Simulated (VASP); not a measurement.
Runs of VASP 6.6.1 on GaN. The structure is that of space group P6_3mc (No. 186), or close to it. The cells are those of the table. 

| level | cell | smearing | gap on the mesh (eV) | pressure (GPa) | largest force (eV/Å) |
| --- | --- | --- | --- | --- | --- |
| r2SCAN | a = 3.231, b = 3.231, c = 5.147 Å, angles 90.0, 90.0, 120.0°, 4 atoms | gaussian 0.01 eV | (a) | -3.3 | 0.01 |
| PBE | a = 3.263, b = 3.263, c = 5.313 Å, angles 90.0, 90.0, 120.0°, 4 atoms | fermi-dirac 0.02 eV | 1.45 | -6.2 | - |
| r2SCAN | a = 3.183, b = 3.183, c = 5.184 Å, angles 90.0, 90.0, 120.0°, 4 atoms | gaussian 0.01 eV | (c) | 1.1 | - |
| r2SCAN | a = 3.183, b = 3.183, c = 5.339 Å, angles 90.0, 90.0, 120.0°, 4 atoms | gaussian 0.01 eV | 2.01 | -4.4 | 0.01 |
| PBE | a = 3.183, b = 3.183, c = 5.339 Å, angles 90.0, 90.0, 120.0°, 4 atoms | fermi-dirac 0.02 eV | 1.62 | 0.8 | 0.02 |
| PBE | a = 3.024, b = 3.024, c = 4.924 Å, angles 90.0, 90.0, 120.0°, 4 atoms | fermi-dirac 0.02 eV | 2.97 | 48.3 | 0.01 |
| PBE | a = 3.231, b = 3.231, c = 5.147 Å, angles 90.0, 90.0, 120.0°, 4 atoms | fermi-dirac 0.02 eV | 1.77 | 2.0 | 0.01 |
| r2SCAN | a = 3.024, b = 3.024, c = 4.924 Å, angles 90.0, 90.0, 120.0°, 4 atoms | gaussian 0.01 eV | 3.40 | (b) | 0.01 |

Alike in all rows: task single point; potentials or basis VASP PAW PBE potentials, release 64 (Ga_d, N); no spin polarisation; k mesh 12 × 12 × 6; cutoff (eV) 520.

**Question.** Fill in the values left out.

**Answer.** (a) 2.16; (b) 43.8; (c) 2.34.

Caveats: the PAW data sets were made with another functional, which shifts forces and pressure a little (some runs).

A k mesh can miss the band edges, and the runs leave out spin-orbit coupling on Ga.
